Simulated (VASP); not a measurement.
**AlN: single point with r2SCAN**

Crystal: AlN.

```
CELL_PARAMETERS angstrom
0.00000 2.06239 1.97990
2.06239 0.00000 1.97990
2.06239 2.06239 0.00000
ATOMIC_POSITIONS crystal
Al 0.50000 0.50000 0.50000
N 0.00000 0.00000 0.00000
```

This cell differs from its parent crystal: ratio of the length along z to the lengths across it x 0.96, volume and fractional coordinates fixed.

| Property | Result |
| --- | --- |
| Program | VASP 6.6.1 |
| Task | single point |
| Functional | r2SCAN |
| Potentials or basis | VASP PAW PBE potentials, release 64 (Al, N) |
| Cutoff | 520 eV |
| k mesh | 10 × 10 × 10 |
| Occupations | gaussian, width 0.05 eV |
| Spin | no spin polarisation |
| Dipole correction | no |
| Further INCAR settings | ALGO = Normal; EDIFF = 1e-06; NBANDS = 11 |

```json
{
 "Pressure": "-6.1 GPa",
 "Band gap on the k mesh": "4.98 eV (least direct gap 6.10 eV)"
}
```

Stress tensor (GPa, compression positive):
```
-9.74  0.00  0.00
 0.00 -9.74  0.00
 0.00  0.00  1.33
```

Levels at points of the mesh, in eV from the valence-band top:
```tsv
k point	band 1	band 2	band 3	band 4	band 5	band 6	band 7	band 8
(0.00, 0.00, 0.00)	-18.33	-0.32	0.00	0.00	6.10	12.58	12.58	13.14
(0.50, 0.00, 0.00)	-15.17	-8.42	-1.31	-1.16	6.63	11.18	12.22	14.20
(0.50, 0.50, 0.00)	-14.02	-7.40	-3.15	-3.15	4.98	5.65	15.37	18.00
(0.50, 0.00, 0.50)	-14.34	-7.58	-3.11	-2.57	5.33	6.06	14.84	17.75
```

It took 65 s on 1 thread of Intel Xeon 8259CL (shared host), peak memory 0.15 GiB.

Caveat: the cell stands under tension; the PAW data sets were made with another functional, which shifts forces and pressure a little. A k mesh can miss the band edges.
